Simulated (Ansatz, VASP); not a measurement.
**One calculation of AlN, two programs**

```
CELL_PARAMETERS angstrom
0.11577 1.96841 2.07553
2.02385 -0.08142 2.27272
2.12861 2.27036 -0.18618
ATOMIC_POSITIONS crystal
Al 0.96955 0.01475 0.02065
N 0.78045 0.73525 0.72935
```

Change from the starting cell: all atoms moved at random, sigma 0.1 Å a component, cell strained at random, sigma 0.1; relaxed back.

Alike in both runs: functional PBE; k mesh 8 × 8 × 8; occupations gaussian, width 0.05 eV; no spin polarisation.

Ansatz relaxed the structure, and its values are those at the end. VASP's run is a single point on that final structure, the one shown.

|  | VASP | Ansatz |
| --- | --- | --- |
| version | VASP 6.6.1 | Ansatz 0.2.0 |
| potentials or method | VASP PAW PBE potentials, release 64 (Al, N), cutoff 520 eV | scalar-relativistic, plane waves, PAW |
| valence electrons in the cell | 8 | 8 |

```csv
,VASP,Ansatz,Ansatz less VASP
gap on the k mesh at the Fermi level (eV),1.35,1.37,+0.022
least direct gap on the mesh (eV),2.82,2.81,-0.001
pressure (GPa),17.1,17.3,+0.20
rms of the force components (eV/Å),0.003,0.000,-0.0033
```

The functional is the same, so the differences come from potentials, cutoffs and numerics. Ansatz's warnings: stress scf threshold loose.
